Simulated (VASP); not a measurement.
Wanted: the native input for a VASP 6.6.1 run.

```yaml
Task: single point
Functional: b88 exchange, pbe correlation
Potentials_or_basis: VASP PAW PBE potentials, release 64 (Ni, O)
Cutoff: 600 eV
k_mesh: 11 × 11 × 11
Occupations: fermi-dirac, width 0.05 eV
Spin: collinear spin, ferromagnetic start
Starting_moments: "[1.0, 0.0] μB"
Dipole_correction: no
Further_INCAR_settings: ALGO = Normal; EDIFF = 1e-06; NBANDS = 19
```

The structure of NiO lies in POSCAR:

```
NiO
1.0
    0.0000000000      2.0997159621      2.0997159621
    2.0997159621      0.0000000000      2.0997159621
    2.0997159621      2.0997159621      0.0000000000
Ni O
1 1
Direct
    0.0000000000      0.0000000000      0.0000000000
    0.5000000000      0.5000000000      0.5000000000
```

These files were run (other wordings do the same):

INCAR

```
ALGO     = Normal         # electronic algorithm
EDIFF    = 1E-6           # SCF threshold, eV
ENCUT    = 600            # plane-wave cutoff, eV
GGA      = LIBXC          # functional
GGA_COMPAT= False        
ISIF     = 2              # what is computed and relaxed
ISMEAR   = -1             # smearing method
ISPIN    = 2              # spin polarisation
LASPH    = True           # aspherical terms in the spheres
LCHARG   = True           # write CHGCAR
LELF     = True           # ELF
LIBXC1   = GGA_X_B88    
LIBXC2   = GGA_C_PBE    
LMAXMIX  = 4              # l up to which the mixer works
LORBIT   = 11             # projections on sites
LREAL    = False          # projectors in reciprocal space
LVHAR    = True         
LWAVE    = False          # write WAVECAR
MAGMOM   = 1 0            # initial moments
NBANDS   = 19             # bands
NELM     = 200            # most SCF steps
PREC     = Accurate       # precision mode
SIGMA    = 0.05           # smearing width, eV
```

KPOINTS

```
k-points
0
Gamma
  11 11 11
```

Potentials or basis: VASP PAW PBE potentials, release 64 (Ni, O).

Launch:

```sh
$ cat potpaw_PBE.64/Ni/POTCAR potpaw_PBE.64/O/POTCAR > POTCAR
$ mpirun -np 1 vasp_std > vasp.out
```

Results of the run:

- Pressure: 1.1 GPa
- Net moment: 1.76 μB per cell
- Site moments: Ni +1.45; O +0.27 μB
- Valence electrons inside the program's atomic spheres: Ni 8.95; O 4.97

Caveat: the PAW data sets were made with another functional, which shifts forces and pressure a little; a cell with one magnetic atom can't hold antiferromagnetic order, which such compounds often take.

Wall time 64 s on 1 thread of Intel Xeon 8259CL, on a shared host, peak memory 0.17 GiB.
